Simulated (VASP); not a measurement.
# Ga7Sb9 (a cell with a defect) in VASP: further runs, part 2 of 2

VASP 6.6.1. The steps go on from the part before.

## 3. Relaxation of the atoms, PBE

File INCAR:

```
SYSTEM = Ga7Sb9
ALGO     = Normal         ! electronic algorithm
EDIFF    = 1E-7           ! SCF threshold, eV
EDIFFG   = -0.02          ! ionic threshold
ENCUT    = 450            ! plane-wave cutoff, eV
GGA      = PE             ! functional
GGA_COMPAT= .FALSE.      
IBRION   = 2              ! ionic algorithm
ISIF     = 2              ! what is computed and relaxed
ISMEAR   = -1             ! smearing method
LASPH    = .TRUE.         ! aspherical terms in the spheres
LCHARG   = .FALSE.        ! write CHGCAR
LREAL    = .FALSE.        ! projectors in reciprocal space
LWAVE    = .FALSE.        ! write WAVECAR
NELM     = 120            ! most SCF steps
NELMIN   = 4            
NSW      = 60             ! ionic steps
PREC     = Accurate       ! precision mode
SIGMA    = 0.05           ! smearing width, eV
```

File KPOINTS:

```
k-points
0
G
  2 2 2
  0 0 0
```

File POSCAR:

```
Ga7Sb9
1.0
    0.0000000000      6.1180000000      6.1180000000
    6.1180000000      0.0000000000      6.1180000000
    6.1180000000      6.1180000000      0.0000000000
Sb Ga
9 7
Direct
    0.0000000000      0.0000000000      0.0000000000
    0.1250000000      0.1250000000      0.1250000000
    0.1250000000      0.1250000000      0.6250000000
    0.1250000000      0.6250000000      0.1250000000
    0.1250000000      0.6250000000      0.6250000000
    0.6250000000      0.1250000000      0.1250000000
    0.6250000000      0.1250000000      0.6250000000
    0.6250000000      0.6250000000      0.1250000000
    0.6250000000      0.6250000000      0.6250000000
    0.0000000000      0.0000000000      0.5000000000
    0.0000000000      0.5000000000      0.0000000000
    0.0000000000      0.5000000000      0.5000000000
    0.5000000000      0.0000000000      0.0000000000
    0.5000000000      0.0000000000      0.5000000000
    0.5000000000      0.5000000000      0.0000000000
    0.5000000000      0.5000000000      0.5000000000
```

Potentials or basis: VASP PAW PBE potentials, release 64 (Sb, Ga_d).

Run with:

```
> cat potpaw_PBE.64/Sb/POTCAR potpaw_PBE.64/Ga_d/POTCAR > POTCAR
> mpirun -np 1 vasp_std > vasp.out
```

OUTCAR:

```text
SYSTEM = Ga7Sb9
   EDIFF = 1E-7
   EDIFFG = -0.02
   ENCUT = 450
   GGA = PE
   IBRION = 2
   ISIF = 2
   ISMEAR = -1
   LASPH = .TRUE.
   LREAL = .FALSE.
   NELM = 120
   NELMIN = 4
   NSW = 60
   PREC = Accurate

 ion  position               nearest neighbor table
   1  0.000  0.000  0.000-   3 2.65   4 2.65   6 2.65   2 2.65
   2  0.125  0.125  0.125-  10 2.65  11 2.65  13 2.65   1 2.65
   3  0.125  0.125  0.625-   1 2.65  12 2.65  14 2.65  10 2.65
   4  0.125  0.625  0.125-   1 2.65  12 2.65  15 2.65  11 2.65
   5  0.125  0.625  0.625-  10 2.65  11 2.65  16 2.65  12 2.65
   6  0.625  0.125  0.125-   1 2.65  14 2.65  15 2.65  13 2.65
[... 8 lines left out ...]
  15  0.500  0.500  0.000-   4 2.65   6 2.65   9 2.65   8 2.65
  16  0.500  0.500  0.500-   5 2.65   7 2.65   8 2.65   9 2.65

[... 544 lines left out ...]
  ext. energy  EPLUGINS =         0.00000000
  ---------------------------------------------------
  free energy    TOTEN  =       -57.23759174 eV

  energy without entropy =      -57.20551121  energy(sigma->0) =      -57.22155148

 E-fermi :   5.6433     XC(G=0):  -9.1310

 val. band max:        5.6166271836   @ k =   0.0000   0.0000   0.0000
 cond. band min:       5.8323904278   @ k =   0.5000   0.0000   0.0000
 fundamental gap:      0.2157632441
 Fermi energy:         5.6433102840

 k-point     1 :       0.0000    0.0000    0.0000
  band No.  band energies     occupation
      1      -9.8451      2.00000
      2      -9.8451      2.00000
      3      -9.8451      2.00000
      4      -9.8005      2.00000
      5      -9.8005      2.00000
      6      -9.8005      2.00000
[... 238 lines left out ...]
     79       8.9960      0.00000
     80       9.2994      0.00000
 [bands above 80 left out]

------------------------ aborting loop because EDIFF is reached ----------------------------------------

  FORCE on cell =-STRESS in cart. coord.  units (eV):
  Direction    XX          YY          ZZ          XY          YZ          ZX
  --------------------------------------------------------------------------------------
  -------------------------------------------------------------------------------------
  Total       16.8997799     16.8997799     16.8997799      0.0000000      0.0000000      0.0000000
  in kB       59.1198355     59.1198355     59.1198355      0.0000000      0.0000000      0.0000000
  external PRESSURE =      59.1198355 kB  Pullay stress =       0.0000000 kB
[... 31 lines left out ...]
  FREE ENERGIE OF THE ION-ELECTRON SYSTEM (eV)
  ---------------------------------------------------
  free  energy   TOTEN  =       -57.2375917426 eV

  energy  without entropy=      -57.2055112106  energy(sigma->0) =      -57.22155148

 reached required accuracy - stopping structural energy minimisation
```

OSZICAR:

```text
N       E                     dE             d eps       ncg     rms          rms(c)
DAV:   1     0.121156524499E+04    0.12116E+04   -0.51179E+04   510   0.186E+03
DAV:   2     0.149630968881E+03   -0.10619E+04   -0.10343E+04   542   0.536E+02
DAV:   3    -0.402371358577E+02   -0.18987E+03   -0.18246E+03   564   0.168E+02
[... 79 lines left out ...]
DAV:   1    -0.572375431463E+02   -0.13596E-03   -0.75624E-03   488   0.267E-01    0.221E-02
DAV:   2    -0.572375929988E+02   -0.49853E-04   -0.54456E-04   636   0.733E-02    0.913E-03
DAV:   3    -0.572375923207E+02    0.67808E-06   -0.20672E-05   739   0.196E-02    0.618E-03
DAV:   4    -0.572375917579E+02    0.56286E-06   -0.39523E-06   628   0.673E-03    0.245E-03
DAV:   5    -0.572375917426E+02    0.15334E-07   -0.77988E-07   450   0.415E-03
   8 F= -.57237592E+02 E0= -.57221551E+02  d E =-.184613E-03
```

Run time: 9.3 min. Hardware: 1 thread of Intel Xeon 6975P-C (Granite Rapids), shared host; peak memory 0.55 GiB.

What came out:

| Property | Result |
| --- | --- |
| Free energy | -57.2376 eV |
| Energy gained by relaxing | 48.9 meV/atom |
| Ionic steps | 8 |
| Pressure after relaxing | 5.9 GPa |
| Largest force after relaxing | 0.005 eV/Å |
| Band gap on the k mesh | zero (bands 68 and 69 overlap by 0.78 eV) |

Forces in eV/Å, atoms in the order of the input:
```
Sb   0.000  0.000  0.000
Sb   0.003  0.003  0.003
Sb  -0.003 -0.003  0.003
Sb  -0.003  0.003 -0.003
Sb  -0.003  0.003  0.003
Sb   0.003 -0.003 -0.003
Sb   0.003 -0.003  0.003
Sb   0.003  0.003 -0.003
Sb  -0.003 -0.003 -0.003
Ga   0.000  0.000  0.005
Ga   0.000  0.005  0.000
Ga  -0.005  0.000  0.000
Ga   0.005  0.000  0.000
Ga   0.000 -0.005  0.000
Ga   0.000  0.000 -0.005
Ga   0.000  0.000  0.000
```

The path:
| step | energy change (eV) | largest force (eV/Å) | pressure (GPa) |
| --- | --- | --- | --- |
| 1 | 0.0000 | 2.0342 | 6.73 |
| 2 | -0.5904 | 0.8842 | 6.29 |
| 3 | -0.7633 | 0.2334 | 5.96 |
| 4 | -0.7637 | 0.2328 | 5.95 |
| 5 | -0.7786 | 0.0917 | 5.93 |
| 6 | -0.7817 | 0.0309 | 5.91 |
| 7 | -0.7817 | 0.0298 | 5.91 |
| 8 | -0.7819 | 0.0053 | 5.91 |

Final structure:
```
Sb Ga
1.0
     0.00000    6.11800    6.11800
     6.11800    0.00000    6.11800
     6.11800    6.11800    0.00000
Sb Ga
9 7
Cartesian
  0.0000 0.0000 0.0000
  1.6416 1.6416 1.6416
  4.4764 4.4764 1.6416
  4.4764 1.6416 4.4764
  7.6381 4.5979 4.5979
  1.6416 4.4764 4.4764
  4.5979 7.6381 4.5979
  4.5979 4.5979 7.6381
  7.6381 7.6381 7.6381
  9.1770 9.1770 12.1854
  9.1770 12.1854 9.1770
  6.1686 9.1770 9.1770
  12.1854 9.1770 9.1770
  9.1770 6.1686 9.1770
  9.1770 9.1770 6.1686
  6.1180 6.1180 6.1180
```

Caveat: the k points lie up to 0.44 Å⁻¹ apart, too coarse for converged energies and pressures of a metal; spin-orbit coupling is left out, which moves the levels of the heavy elements.

The gap in the log of VASP goes by the Fermi energy; the results here count the filled bands.